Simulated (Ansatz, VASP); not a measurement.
## Sr: VASP beside Ansatz

```xyz
6
Lattice="10.2044 0.0000 0.0000 0.0000 10.2044 0.0000 0.0000 0.0000 10.2044" Properties=species:S:1:pos:R:3 pbc="T T T"
Sr    0.0000    0.0000    2.9479
Sr    0.0000    0.0000    7.2565
Sr    0.0000    2.9479    0.0000
Sr    0.0000    7.2565    0.0000
Sr    2.9479    0.0000    0.0000
Sr    7.2565    0.0000    0.0000
```

Alike in both runs: functional PBE; k mesh 2 × 2 × 2; occupations gaussian, width 0.1 eV; no spin polarisation.

Ansatz relaxed the structure, and its values are those at the end. VASP's run is a single point on that final structure, the one shown.

```csv
,VASP,Ansatz
version,VASP 6.6.1,Ansatz 0.2.0
potentials or method,"VASP PAW PBE potentials, release 64 (Sr_sv), cutoff 520 eV","scalar-relativistic, plane waves, PAW"
valence electrons in the cell,60,60
```

```csv
,VASP,Ansatz,Ansatz less VASP
gap on the k mesh at the Fermi level (eV),none,none,-
pressure (GPa),0.0,0.0,0.00
rms of the force components (eV/Å),0.010,0.010,+0.0001
```

A gap of «none» marks a metal or a gap that the smearing closes. The functional is the same, so the differences come from potentials, cutoffs and numerics.
